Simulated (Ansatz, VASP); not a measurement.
NiGe in VASP and in Ansatz

```
Ni Ge
1.0
     3.44002    0.00000    0.00000
     0.00000    5.31079    0.00000
     0.00000    0.00000    5.73926
Ni Ge
4 4
Direct
  0.25000 0.99299 0.18887
  0.75000 0.00701 0.81113
  0.75000 0.50701 0.68887
  0.25000 0.49299 0.31113
  0.25000 0.81164 0.58840
  0.75000 0.18836 0.41160
  0.75000 0.68836 0.08840
  0.25000 0.31164 0.91160
```

Alike in both runs: task single point; functional PBEsol; k mesh 10 × 7 × 6; occupations gaussian, width 0.1 eV; no spin polarisation.

|  | VASP | Ansatz |
| --- | --- | --- |
| version | VASP 6.6.1 | Ansatz 0.2.0 |
| potentials or method | VASP PAW PBE potentials, release 64 (Ni, Ge_d), cutoff 520 eV | scalar-relativistic, plane waves, PAW |
| valence electrons in the cell | 96 | 128 |

Ansatz gave:

* gap on the k mesh at the Fermi level (eV): none
* pressure (GPa): 0.0
* traceless stress, the component that is largest in VASP (GPa): -0.26
* rms of the force components (eV/Å): 0.003

Estimate VASP's values.

gap on the k mesh at the Fermi level (eV): none; pressure (GPa): 0.2; traceless stress, the component that is largest in VASP (GPa): -0.32; rms of the force components (eV/Å): 0.003.

VASP's potentials were made for PBE, not for PBEsol. Atom by atom the forces differ by 0.003 eV/Å (rms over components). A gap of «none» marks a metal or a gap that the smearing closes. VASP's potentials hold 96 valence electrons a cell and Ansatz's 128, so a difference there can come from the potentials and not from the codes.
